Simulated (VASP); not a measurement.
Input of a VASP 6.6.1 run:

File INCAR:

```
SYSTEM = Nb2SiO3
PREC = Accurate
ENCUT = 600
EDIFF = 1E-6
ISMEAR = 0
SIGMA = 0.15
LREAL = .False.
LASPH = .True.
NELM = 120
ALGO = Normal
ISIF = 2
LWAVE = .False.
LCHARG = .False.
GGA = PE
NBANDS = 33
GGA_COMPAT = .False.
```

The input KPOINTS:

```
regular mesh
0
Gamma
  4 4 2
  0 0 0
```

The input POSCAR:

```
Nb2SiO3
1.0
    3.9512194358      0.0000000000      0.0000000000
   -1.9756097179      3.4218564073      0.0000000000
    0.0000000000      0.0000000000      9.1869345927
Nb Si O
2 1 3
Direct
    0.3333333333      0.6666666667      0.5000000000
    0.0000000000      0.0000000000      0.0000000000
    0.3333333333      0.6666666667      0.0000000000
    0.0000000000      0.0000000000      0.2051436482
    0.0000000000      0.0000000000      0.7948563518
    0.0000000000      0.0000000000      0.5000000000
```

Potentials or basis: VASP PAW PBE potentials, release 64 (Nb_sv, Si, O).

Run with:

```sh
$ cat potpaw_PBE.64/Nb_sv/POTCAR potpaw_PBE.64/Si/POTCAR potpaw_PBE.64/O/POTCAR > POTCAR
$ mpirun -np 1 vasp_std > vasp.out
```

(1) Predict the band gap on the k mesh.

(2) Estimate the largest force.

Results:

(1) zero (bands 24 and 25 overlap by 0.15 eV).

(2) 0.012 eV/Å.

Caveat: the k points lie up to 0.46 Å⁻¹ apart.
